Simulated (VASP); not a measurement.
Write the native input for VASP 6.6.1 that does the following.

```
Task                   : single point
Functional             : PBE
Potentials or basis    : VASP PAW PBE potentials, release 64 (Zr_sv, Pd, N)
Cutoff                 : 520 eV
k mesh                 : 14 × 14 × 14
Occupations            : gaussian, width 0.1 eV
Spin                   : no spin polarisation
Dipole correction      : no
Further INCAR settings : ALGO = Normal; EDIFF = 1e-06; NBANDS = 36
```

The structure of Zr2PdN4 lies in POSCAR:

```
Zr2PdN4
1.0
   -1.9383645436      1.9383645436      5.5582961742
    1.9383645436     -1.9383645436      5.5582961742
    1.9383645436      1.9383645436     -5.5582961742
Zr Pd N
2 1 4
Direct
    0.3604864292      0.3604864292      0.0000000000
    0.6395135708      0.6395135708      0.0000000000
    0.0000000000      0.0000000000      0.0000000000
    0.5000000000      0.0000000000      0.5000000000
    0.0000000000      0.5000000000      0.5000000000
    0.1822604748      0.1822604748      0.0000000000
    0.8177395252      0.8177395252      0.0000000000
```

One way to write it, as run:

INCAR

```
SYSTEM = Zr2PdN4
ALGO = Normal
EDIFF = 1E-6
ENCUT = 520
GGA = PE
ISIF = 2
ISMEAR = 0
LASPH = .True.
LCHARG = .True.
LELF = .True.
LREAL = .False.
LVHAR = .True.
LWAVE = .False.
NBANDS = 36
NELM = 100
PREC = Accurate
SIGMA = 0.1
```

KPOINTS

```
k-points
0
Gamma
  14 14 14
  0 0 0
```

Potentials or basis: VASP PAW PBE potentials, release 64 (Zr_sv, Pd, N).

Run with:

```console
$ cat potpaw_PBE.64/Zr_sv/POTCAR potpaw_PBE.64/Pd/POTCAR potpaw_PBE.64/N/POTCAR > POTCAR
$ mpirun -np 1 vasp_std > vasp.out
```

Results of the run:

```json
{
 "Pressure": "0.1 GPa",
 "Largest force": "0.049 eV/Å",
 "Band gap on the k mesh": "zero (bands 27 and 28 overlap by 0.76 eV)"
}
```

It took 21 min on 1 thread of AMD EPYC 9R45 96-Core Processor (Zen 5) (shared host), peak memory 0.78 GiB.
